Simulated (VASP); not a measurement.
# SnO (Pmmn) in VASP: further runs, part 2 of 2

VASP 6.6.1. The steps go on from the part before.

**3. Single point, PBEsol (strain +0.0375 x Voigt [1, -1, 0, 0, 0, 0])**

Input file INCAR:

```
PREC     = Accurate       # precision mode
ENCUT    = 520            # plane-wave cutoff, eV
EDIFF    = 1E-7           # SCF threshold, eV
ISMEAR   = 0              # smearing method
SIGMA    = 0.15           # smearing width, eV
LREAL    = F              # projectors in reciprocal space
LASPH    = T              # aspherical terms in the spheres
NELM     = 60             # most SCF steps
ALGO     = Fast           # electronic algorithm
ISIF     = 2              # what is computed and relaxed
LWAVE    = F              # write WAVECAR
LCHARG   = F              # write CHGCAR
GGA      = PS             # functional
NBANDS   = 28             # bands
```

Input file KPOINTS:

```
regular mesh
0
Gamma
  12 12 10
```

Input file POSCAR:

```
SnO
1.0
    3.9445750000      0.0000000000      0.0000000000
    0.0000000000      3.6594250000      0.0000000000
    0.0000000000      0.0000000000      4.8360000000
Sn O
2 2
Direct
    0.0000000000      0.5000000000      0.2385000000
    0.5000000000      0.0000000000      0.7615000000
    0.0000000000      0.0000000000      0.0000000000
    0.5000000000      0.5000000000      0.0000000000
```

Potentials or basis: VASP PAW PBE potentials, release 64 (Sn_d, O).

Started as:

```bash
$ cat potpaw_PBE.64/Sn_d/POTCAR potpaw_PBE.64/O/POTCAR > POTCAR
$ mpirun -np 1 vasp_std > vasp.out
```

OUTCAR:

```text
PREC = Accurate
   ENCUT = 520
   EDIFF = 1E-7
   ISMEAR = 0
   LREAL = F
   LASPH = T
   NELM = 60
   ISIF = 2
   GGA = PS

 ion  position               nearest neighbor table
   1  0.000  0.500  0.239-   3 2.16   3 2.16   4 2.28   4 2.28   2 3.54   2 3.54   2 3.54   2 3.54
                             2 3.69   2 3.69   2 3.69   2 3.69
   2  0.500  0.000  0.761-   4 2.16   4 2.16   3 2.28   3 2.28   1 3.54   1 3.54   1 3.54   1 3.54
                             1 3.69   1 3.69   1 3.69   1 3.69
   3  0.000  0.000  0.000-   1 2.16   1 2.16   2 2.28   2 2.28
[... 952 lines left out ...]
  --------------------------------------------------------------------------------------
  -------------------------------------------------------------------------------------
  Total       -0.7537840      1.5838689      0.2355053      0.0000000      0.0000000      0.0000000
  in kB      -17.3004790     36.3521787      5.4052025      0.0000000      0.0000000      0.0000000
  external PRESSURE =       8.1523007 kB  Pullay stress =       0.0000000 kB

 VOLUME and BASIS-vectors are now :
 -----------------------------------------------------------------------------
  energy-cutoff  :      520.00
  volume of cell :       69.81
      direct lattice vectors                 reciprocal lattice vectors
     3.944575000  0.000000000  0.000000000     0.253512736  0.000000000  0.000000000
     0.000000000  3.659425000  0.000000000     0.000000000  0.273266975  0.000000000
     0.000000000  0.000000000  4.836000000     0.000000000  0.000000000  0.206782465

 POSITION                                       TOTAL-FORCE (eV/Angst)
 -----------------------------------------------------------------------------------
      0.00000      1.82971      1.15339         0.000000      0.000000      0.273111
      1.97229      0.00000      3.68261         0.000000      0.000000     -0.273111
      0.00000      0.00000      0.00000         0.000000      0.000000     -0.520481
      1.97229      1.82971      0.00000         0.000000      0.000000      0.520481
 -----------------------------------------------------------------------------------
    total drift:                                0.000000      0.000000     -0.000000

  FREE ENERGIE OF THE ION-ELECTRON SYSTEM (eV)
  ---------------------------------------------------
  free  energy   TOTEN  =       -24.1681571609 eV

  energy  without entropy=      -24.1668938663  energy(sigma->0) =      -24.16752551
```

OSZICAR:

```text
N       E                     dE             d eps       ncg     rms          rms(c)
DAV:   1     0.416542458480E+03    0.41654E+03   -0.19902E+04 17052   0.219E+03
DAV:   2     0.358578452657E+02   -0.38068E+03   -0.36556E+03 17016   0.543E+02
DAV:   3    -0.244916971294E+02   -0.60350E+02   -0.59168E+02 18836   0.180E+02
DAV:   4    -0.273519848601E+02   -0.28603E+01   -0.28451E+01 18996   0.419E+01
DAV:   5    -0.274196896189E+02   -0.67705E-01   -0.67696E-01 18044   0.697E+00    0.109E+01
RMM:   6    -0.243383948277E+02    0.30813E+01   -0.88502E+00 20967   0.153E+01    0.432E+00
RMM:   7    -0.242003701580E+02    0.13802E+00   -0.64501E-01 22019   0.624E+00    0.237E+00
RMM:   8    -0.241820885239E+02    0.18282E-01   -0.23594E-01 21807   0.328E+00    0.866E-01
RMM:   9    -0.241672355714E+02    0.14853E-01   -0.34318E-02 22372   0.123E+00    0.236E-01
RMM:  10    -0.241681025451E+02   -0.86697E-03   -0.98038E-03 23202   0.633E-01    0.137E-01
RMM:  11    -0.241680981929E+02    0.43522E-05   -0.16910E-03 22908   0.335E-01    0.230E-02
RMM:  12    -0.241681436687E+02   -0.45476E-04   -0.69195E-04 24120   0.181E-01    0.175E-02
RMM:  13    -0.241681548183E+02   -0.11150E-04   -0.12243E-04 25992   0.736E-02    0.125E-02
RMM:  14    -0.241681571169E+02   -0.22986E-05   -0.24482E-05 25564   0.254E-02    0.613E-03
RMM:  15    -0.241681570660E+02    0.50920E-07   -0.28939E-06 22060   0.977E-03    0.262E-03
RMM:  16    -0.241681571609E+02   -0.94903E-07   -0.41953E-07 17708   0.474E-03
   1 F= -.24168157E+02 E0= -.24167526E+02  d E =-.126329E-02
```

It took 14 min on 1 thread of Oxide Virtual Turin-like, shared host; peak memory 0.49 GiB.

Results:

```
Free energy            : -24.1682 eV
Pressure               : 0.8 GPa
Largest force          : 0.520 eV/Å
Band gap on the k mesh : zero (bands 20 and 21 overlap by 0.03 eV)
```

Forces on the atoms (eV/Å):
```
Sn   0.000  0.000  0.273
Sn   0.000  0.000 -0.273
O    0.000  0.000 -0.520
O    0.000  0.000  0.520
```

Stress tensor (GPa, compression positive):
```
-1.73  0.00  0.00
 0.00  3.64  0.00
 0.00  0.00  0.54
```

Caveat: the cell differs from its parent crystal (strain +0.0375 x Voigt [1, -1, 0, 0, 0, 0]); the stress differs along the axes, from -2 to 4 GPa; semilocal functionals underestimate gaps, and a narrow one can read as zero; the PAW data sets were made with another functional, which shifts forces and pressure a little; spin-orbit coupling is left out, which moves the levels of the heavy elements.
